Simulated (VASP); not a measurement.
A run of VASP 6.6.1:

Contents of INCAR:

```
SYSTEM = Ag
PREC = Accurate
ENCUT = 520
EDIFF = 1E-6
ISMEAR = 0
SIGMA = 0.15
LREAL = .FALSE.
LASPH = .TRUE.
NELM = 80
ALGO = Fast
ISIF = 2
LWAVE = .FALSE.
LCHARG = .TRUE.
GGA = PS
LELF = .TRUE.
LVHAR = .TRUE.
NBANDS = 12
```

KPOINTS

```
regular mesh
0
G
  20 20 20
  0 0 0
```

File POSCAR:

```
Ag
1.0
   -1.7218801600      1.7218801600      1.6556540000
    1.7218801600     -1.7218801600      1.6556540000
    1.7218801600      1.7218801600     -1.6556540000
Ag
1
Direct
    0.0000000000      0.0000000000      0.0000000000
```

Potentials or basis: VASP PAW PBE potentials, release 64 (Ag).

The run is started by

```sh
$ cat potpaw_PBE.64/Ag/POTCAR > POTCAR
$ mpirun -np 1 vasp_std > vasp.out
```

Hardware: 1 thread of Intel(R) Xeon(R) 6975P-C (Granite Rapids), with other jobs on the host.

**Question.** Estimate the wall time of this run.

**Answer.** Run time: 37 s on 1 thread of Intel(R) Xeon(R) 6975P-C (Granite Rapids), on a shared host, peak memory 0.26 GiB. Counts: scf iterations 11, k points 641.
